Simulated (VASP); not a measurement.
# Ag (Fm-3m) in VASP: a series of runs

Runs on Ag. Level: PBE. Tasks: single point.

All numbers are computed with VASP 6.6.1; they aren't measurements. Logs are shortened: lines on timing, memory, paths and dates and some standing lists are left out, and cuts for length are marked.

### Step 1. The cell of the first run

It takes space group Fm-3m (No. 225, cubic). Conventional cell: a = 4.147 Å, b = 4.147 Å, c = 4.147 Å, α = 90.00°, β = 90.00°, γ = 90.00°. Within 3.9 Å of Ag (site symmetry m-3m) lie 12 Ag at 2.93 Å.

### Step 2. Single point, PBE

The input, INCAR:

```
PREC     = Accurate       # precision mode
ENCUT    = 500            # plane-wave cutoff, eV
EDIFF    = 1E-6           # SCF threshold, eV
ISMEAR   = 0              # smearing method
SIGMA    = 0.1            # smearing width, eV
LREAL    = F              # projectors in reciprocal space
LASPH    = T              # aspherical terms in the spheres
NELM     = 120            # most SCF steps
ALGO     = Normal         # electronic algorithm
ISIF     = 2              # what is computed and relaxed
LWAVE    = F              # write WAVECAR
LCHARG   = F              # write CHGCAR
GGA      = PE             # functional
NBANDS   = 24             # bands
GGA_COMPAT= F
```

The input, KPOINTS:

```
Automatic mesh
0
Gamma
  12 12 8
```

The input, POSCAR:

```
Ag
1.0
    2.9324981651      0.0000000000      0.0000000000
   -1.4662490826      2.5396179076      0.0000000000
    0.0000000000      0.0000000000      7.1831241762
Ag
3
Direct
    0.0000000000      0.0000000000      0.0000000000
    0.3333333333      0.6666666667      0.3333333333
    0.6666666667      0.3333333333      0.6666666667
```

Potentials or basis: VASP PAW PBE potentials, release 64 (Ag).

The run is started by

```console
$ cat potpaw_PBE.64/Ag/POTCAR > POTCAR
$ mpirun -np 1 vasp_std > vasp.out
```

OUTCAR:

```text
PREC = Accurate
   ENCUT = 500
   EDIFF = 1E-6
   ISMEAR = 0
   LREAL = F
   LASPH = T
   NELM = 120
   ISIF = 2
   GGA = PE

 ion  position               nearest neighbor table
   1  0.000  0.000  0.000-   2 2.93   3 2.93   3 2.93   2 2.93   3 2.93   2 2.93
   2  0.333  0.667  0.333-   1 2.93   1 2.93   1 2.93   3 2.93   3 2.93   3 2.93
   3  0.667  0.333  0.667-   1 2.93   1 2.93   1 2.93   2 2.93   2 2.93   2 2.93

  LATTYP: Found a hexagonal cell.
 ALAT       =     2.9324981651
 C/A-ratio  =     2.4494897428

  Lattice vectors:

 A1 = (   2.9324981651,   0.0000000000,   0.0000000000)
 A2 = (  -1.4662490826,   2.5396179076,   0.0000000000)
 A3 = (   0.0000000000,   0.0000000000,   7.1831241762)

Analysis of symmetry for initial positions (statically):
=====================================================================
 Subroutine PRICEL returns following result:

  LATTYP: Found a face centered cubic cell.
 ALAT       =     4.1471786763

  Lattice vectors:

 A1 = (   1.4662490824,  -0.8465393024,   2.3943747252)
 A2 = (  -0.0000000002,   1.6930786052,   2.3943747252)
 A3 = (  -1.4662490822,  -0.8465393027,   2.3943747259)

   3 primitive cells build up your supercell.

 Routine SETGRP: Setting up the symmetry group for a
 hexagonal supercell.

 Subroutine GETGRP returns: Found 12 space group operations
 (whereof 12 operations were pure point group operations)
 out of a pool of 24 trial point group operations.

The static configuration has the point symmetry D_3d.

Analysis of symmetry for dynamics (positions and initial velocities):
=====================================================================
 Subroutine PRICEL returns following result:

  LATTYP: Found a face centered cubic cell.
 ALAT       =     4.1471786763

  Lattice vectors:

 A1 = (   1.4662490824,  -0.8465393024,   2.3943747252)
 A2 = (  -0.0000000002,   1.6930786052,   2.3943747252)
 A3 = (  -1.4662490822,  -0.8465393027,   2.3943747259)

   3 primitive cells build up your supercell.

 Routine SETGRP: Setting up the symmetry group for a
 hexagonal supercell.

 Subroutine GETGRP returns: Found 12 space group operations
 (whereof 12 operations were pure point group operations)
 out of a pool of 24 trial point group operations.

The dynamic configuration has the point symmetry D_3d.

 Subroutine INISYM returns: Found 12 space group operations
 (whereof 12 operations are pure point group operations),
 and found     3 'primitive' translations

----------------------------------------------------------------------------------------

                                     Primitive cell

  volume of cell :      17.8319

  direct lattice vectors                    reciprocal lattice vectors
     1.466249082 -0.846539302  2.394374725     0.341006181 -0.196880010  0.139215190
    -0.000000000  1.693078605  2.394374725    -0.000000000  0.393760021  0.139215190
    -1.466249082 -0.846539303  2.394374726    -0.341006181 -0.196880010  0.139215190

  length of vectors
     2.932498165  2.932498165  2.932498165     0.417645571  0.417645571  0.417645571

  position of ions in fractional coordinates (direct lattice)
     0.000000000  0.000000000  0.000000000

  ion indices of the primitive-cell ions
   primitive index   ion index
                 1           1

----------------------------------------------------------------------------------------

 KPOINTS: Automatic mesh

Automatic generation of k-mesh.
 Grid dimensions read from file:
 generate k-points for:   12   12    8

 Generating k-lattice:

  Cartesian coordinates                     Fractional coordinates (reciprocal lattice)
     0.028417182  0.016406668  0.000000000     0.083333333  0.000000000  0.000000000
     0.000000000  0.032813335  0.000000000     0.000000000  0.083333333  0.000000000
     0.000000000  0.000000000  0.017401899     0.000000000  0.000000000  0.125000000

  Length of vectors
     0.032813335  0.032813335  0.017401899

  Shift w.r.t. Gamma in fractional coordinates (k-lattice)
     0.000000000  0.000000000  0.000000000

 Subroutine IBZKPT returns following result:
 ===========================================

 Found    131 irreducible k-points:

 Following reciprocal coordinates:
            Coordinates               Weight
  0.000000  0.000000  0.000000      1.000000
  0.083333 -0.000000  0.000000      6.000000
  0.166667 -0.000000  0.000000      6.000000
  0.250000  0.000000  0.000000      6.000000
  0.333333  0.000000  0.000000      6.000000
  0.416667  0.000000  0.000000      6.000000
[... 16 lines left out ...]
  0.166667 -0.000000  0.125000      6.000000
  0.000000  0.166667  0.125000      6.000000
 [... further k-points ...]
   k-points           NKPTS =    131   k-points in BZ     NKDIM =    131   number of bands    NBANDS=     24
   number of dos      NEDOS =    301   number of ions     NIONS =      3
   total plane-waves  NPLWV =  31104
   dimension x,y,z NGX =    24 NGY =   24 NGZ =   54
   dimension x,y,z NGXF=    48 NGYF=   48 NGZF=  108
   ions per type =               3
   NGX,Y,Z   is equivalent  to a cutoff of  13.61, 13.61, 12.50 a.u.
   NGXF,Y,Z  is equivalent  to a cutoff of  27.21, 27.21, 25.00 a.u.
 SYSTEM =  unknown system
   PREC   = accura    normal or accurate (medium, high low for compatibility)
   ISTART =      0    job   : 0-new  1-cont  2-samecut
   ICHARG =      2    charge: 1-file 2-atom 10-const
   ISPIN  =      1    spin polarized calculation?
   LNONCOLLINEAR =      F non collinear calculations
   LSORBIT =      F    spin-orbit coupling
   LASPH  =      T    aspherical Exc in radial PAW
   ENCUT  =  500.0 eV  36.75 Ry    6.06 a.u.   5.35  5.35 13.10*2*pi/ulx,y,z
   NELM   =    120;   NELMIN=  2; NELMDL= -5     # of ELM steps
   EDIFF  = 0.1E-05   stopping-criterion for ELM
   LREAL  =      F    real-space projection
   EDIFFG = 0.1E-04   stopping-criterion for IOM
   NSW    =      0    number of steps for IOM
   IBRION =     -1    ionic relax: 0-MD 1-quasi-New 2-CG
   NFREE  =      0    steps in history (QN), initial steepest desc. (CG)
   ISIF   =      2    stress and relaxation
   ISYM   =      2    0-nonsym 1-usesym 2-fastsym
   POTIM  = 0.5000    time-step for ionic-motion
   TEBEG  =    0.0;   TEEND  =   0.0 temperature during run
   PSTRESS=    0.0 pullay stress
   NELECT =      33.0000    total number of electrons
   NUPDOWN=      -1.0000    fix difference up-down
   EMIN   =  10.00;   EMAX   =-10.00  energy-range for DOS
   EFERMI =   0.00;   METHOD = LEGACY
   ISMEAR =     0;   SIGMA  =   0.10  broadening in eV -4-tet -1-fermi 0-gaus
   EFERMI_NEDOS =   21; number of points for ismear=-14 and -15
   IALGO  =     38    algorithm
   IMIX   =      4    mixing-type and parameters
     AMIX     =   0.40;   BMIX     =  1.00
     AMIX_MAG =   1.60;   BMIX_MAG =  1.00
  volume/ion in A,a.u.               =      17.83       120.34
  Fermi-wavevector in a.u.,A,eV,Ry     =   1.393605  2.633531 26.424343  1.942134
  Thomas-Fermi vector in A             =   2.517235
   LORBIT       =      0    0 simple, 1 ext, 2 COOP (PROOUT), +10 PAW based schemes
   GGA     = PE    functional components
   LHFCALC =     F    Hartree Fock is set to
   AEXX    =    0.0000 exact exchange contribution
   IVDW    =     0    specifies the selected vdW correction
   LEPSILON=     F    determine dielectric tensor
   LRPA    =     F    only Hartree local field effects (RPA)
 non-spin polarized calculation
 Gauss-broadening in eV      SIGMA  =   0.10
  energy-cutoff  :      500.00
  volume of cell :       53.50
 maximum number of plane-waves:      1388
 NGX is ok and might be reduce to    24
   NGX = 11   NGY = 11   NGZ = 27

 number of electron      33.0000008 magnetization

 Free energy of the ion-electron system (eV)
  ---------------------------------------------------
  ext. energy  EPLUGINS =         0.00000000
  ---------------------------------------------------
  free energy    TOTEN  =        -8.14850074 eV

  energy without entropy =       -8.14374839  energy(sigma->0) =       -8.14612457

 E-fermi :   7.7744     XC(G=0): -11.9442

 val. band max:        7.7696224665   @ k =   0.1667  -0.0000   0.2500
 cond. band min:       7.7959515473   @ k =  -0.0833   0.4167   0.1250
 fundamental gap:      0.0263290807
 Fermi energy:         7.7743872077

 k-point     1 :       0.0000    0.0000    0.0000
  band No.  band energies     occupation
      1       0.3785      2.00000
      2       1.8124      2.00000
      3       1.8124      2.00000
      4       3.1732      2.00000
      5       3.1743      2.00000
      6       3.1743      2.00000
[... 16 lines left out ...]
     23      23.7433      0.00000
     24      26.2104      0.00000

 k-point     2 :       0.0833   -0.0000    0.0000
  band No.  band energies     occupation
      1       0.5638      2.00000
      2       1.9306      2.00000
      3       1.9467      2.00000
      4       3.1261      2.00000
      5       3.2240      2.00000
      6       3.2247      2.00000
[... 16 lines left out ...]
     23      23.7300      0.00000
     24      24.3712      0.00000

 k-point     3 :       0.1667   -0.0000    0.0000
  band No.  band energies     occupation
      1       1.0789      2.00000
      2       2.1421      2.00000
      3       2.3174      2.00000
      4       3.0091      2.00000
      5       3.0204      2.00000
      6       3.0611      2.00000
[... 16 lines left out ...]
     23      22.4973      0.00000
     24      22.5173      0.00000

 k-point     4 :       0.2500    0.0000    0.0000
  band No.  band energies     occupation
      1       1.7196      2.00000
      2       2.1324      2.00000
      3       2.4828      2.00000
      4       2.6705      2.00000
      5       2.8756      2.00000
      6       3.0074      2.00000
[... 16 lines left out ...]
     23      20.0279      0.00000
     24      20.8483      0.00000

 k-point     5 :       0.3333    0.0000    0.0000
  band No.  band energies     occupation
      1       1.9446      2.00000
      2       2.0247      2.00000
      3       2.0757      2.00000
      4       2.4250      2.00000
      5       2.9172      2.00000
      6       3.2644      2.00000
[... 451 lines left out ...]
 k-point    22 :       0.0000    0.0833    0.1250
  band No.  band energies     occupation
      1       0.6144      2.00000
      2       1.9033      2.00000
      3       1.9388      2.00000
      4       3.1240      2.00000
      5       3.1833      2.00000
      6       3.2329      2.00000
[... 16 lines left out ...]
     23      23.7877      0.00000
     24      24.4996      0.00000

 k-point    23 :       0.1667   -0.0000    0.1250
  band No.  band energies     occupation
      1       1.1339      2.00000
      2       2.1051      2.00000
      3       2.3687      2.00000
      4       2.9381      2.00000
      5       2.9742      2.00000
      6       3.0038      2.00000
[... 16 lines left out ...]
     23      22.5060      0.00000
     24      23.0810      0.00000

 k-point    24 :       0.0000    0.1667    0.1250
  band No.  band energies     occupation
      1       1.1139      2.00000
      2       2.1741      2.00000
      3       2.2435      2.00000
      4       2.8903      2.00000
      5       3.0344      2.00000
      6       3.0794      2.00000
[... 16 lines left out ...]
     23      22.6509      0.00000
     24      23.0871      0.00000

 [... further k-points ...]
[... 5 lines left out ...]
  --------------------------------------------------------------------------------------
  -------------------------------------------------------------------------------------
  Total        0.0602529      0.0602529     -0.1272853     -0.0000000      0.0000000     -0.0000000
  in kB        1.8045495      1.8045495     -3.8121439     -0.0000000      0.0000000     -0.0000000
  external PRESSURE =      -0.0676816 kB  Pullay stress =       0.0000000 kB

 VOLUME and BASIS-vectors are now :
 -----------------------------------------------------------------------------
  energy-cutoff  :      500.00
  volume of cell :       53.50
      direct lattice vectors                 reciprocal lattice vectors
     2.932498165  0.000000000  0.000000000     0.341006181  0.196880010  0.000000000
    -1.466249083  2.539617908  0.000000000     0.000000000  0.393760021  0.000000000
     0.000000000  0.000000000  7.183124176     0.000000000  0.000000000  0.139215190

 POSITION                                       TOTAL-FORCE (eV/Angst)
 -----------------------------------------------------------------------------------
      0.00000      0.00000      0.00000         0.000000     -0.000000      0.000000
     -0.00000      1.69308      2.39437         0.000000     -0.000000      0.000000
      1.46625      0.84654      4.78875        -0.000000      0.000000     -0.000000
 -----------------------------------------------------------------------------------
    total drift:                               -0.000000      0.000000      0.000000

  FREE ENERGIE OF THE ION-ELECTRON SYSTEM (eV)
  ---------------------------------------------------
  free  energy   TOTEN  =        -8.1485007412 eV

  energy  without entropy=       -8.1437483899  energy(sigma->0) =       -8.14612457
```

It took 2.9 min on 1 thread of Oxide Virtual Turin-like, shared host; peak memory 0.23 GiB.

What came out:

```
Free energy            : -8.1485 eV
Pressure               : 0.0 GPa
Band gap on the k mesh : zero (an odd number of electrons rules out a gap without spin polarisation)
```

Levels at points of the mesh, in eV from the Fermi level:
```
           k point  band 15  band 16  band 17  band 18  band 19  band 20
(0.00, 0.00, 0.00)    -3.26    -3.26    -3.13    -3.13     7.73     7.73
(0.50, 0.00, 0.00)    -2.72     0.63     0.63     1.70     4.55     4.55
(0.00, 0.00, 0.50)    -3.67    -2.91    -2.91    -0.23     3.41    13.99
(0.50, 0.00, 0.50)    -2.82    -0.23     1.30     1.30     3.41     7.62
```

### Step 3. Single point, PBE

The input, INCAR:

```
  PREC = Accurate
  ENCUT = 500
  EDIFF = 1E-6
  ISMEAR = 0
  SIGMA = 0.1
  LREAL = F
  LASPH = T
  NELM = 120
  ALGO = Normal
  ISIF = 2
  LWAVE = F
  LCHARG = T
  GGA = PE
  LELF = T
  LVHAR = T
  NBANDS = 24
  GGA_COMPAT = F
```

The input, KPOINTS:

```
regular mesh
0
Gamma
  21 21 16
```

POSCAR, as its differences from that of step 2:

```diff
@@ -3,3 +3,3 @@
     2.9324981651      0.0000000000      0.0000000000
-   -1.4662490826      2.5396179076      0.0000000000
+   -1.4662490826      2.5396179075      0.0000000000
     0.0000000000      0.0000000000      7.1831241762
```

Potentials or basis: VASP PAW PBE potentials, release 64 (Ag).

The run is started by

```console
$ cat potpaw_PBE.64/Ag/POTCAR > POTCAR
$ mpirun -np 1 vasp_std > vasp.out
```

Wall time 16 min (1 thread of Oxide Virtual Turin-like, shared host); peak memory 0.65 GiB.

The run converged. Its results:

- Free energy: -8.1516 eV
- Pressure: 0.0 GPa
- Band gap on the k mesh: zero (an odd number of electrons rules out a gap without spin polarisation)

Levels at points of the mesh, in eV from the Fermi level:
| k point | band 15 | band 16 | band 17 | band 18 | band 19 | band 20 |
| --- | --- | --- | --- | --- | --- | --- |
| (0.00, 0.00, 0.00) | -3.34 | -3.34 | -3.21 | -3.21 | 7.65 | 7.65 |
| (0.00, 0.00, 0.50) | -3.75 | -3.00 | -3.00 | -0.31 | 3.33 | 13.91 |

The gap in the log of VASP goes by the Fermi energy; the results here count the filled bands.